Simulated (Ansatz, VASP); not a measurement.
NaGa2F3 in VASP and in Ansatz

```
Na Ga F
1.0
     2.58206    1.49075    3.95068
    -2.58206    1.49075    3.95068
     0.00000   -2.98150    3.95068
Na Ga F
1 2 3
Direct
  0.00000 0.00000 0.00000
  0.62723 0.62723 0.62723
  0.37277 0.37277 0.37277
  0.00000 0.50000 0.00000
  0.50000 0.00000 0.00000
  0.00000 0.00000 0.50000
```

Change from the starting cell: species swapped into the Tb2FeCo3 type (R-3m, No. 166).

Alike in both runs: task relaxation of cell and atoms; functional PBE; k mesh 6 × 6 × 6; occupations gaussian, width 0.02 eV; no spin polarisation.

|  | VASP | Ansatz |
| --- | --- | --- |
| version | VASP 6.6.1 | Ansatz 0.2.0 |
| potentials or method | VASP PAW PBE potentials, release 64 (Na_pv, Ga_d, F), cutoff 600 eV | scalar-relativistic, plane waves, PAW |
| valence electrons in the cell | 54 | 56 |

```csv
,VASP,Ansatz,Ansatz less VASP
"gap on the k mesh at the Fermi level, each at its own relaxed structure (eV)",1.65,1.74,+0.096
relaxed volume (Å³/atom),17.31,17.83,+0.524
relaxed cell length with the largest relative difference (Å),4.836,4.890,+0.0539
```

VASP's potentials hold 54 valence electrons a cell and Ansatz's 56, so a difference there can come from the potentials and not from the codes.
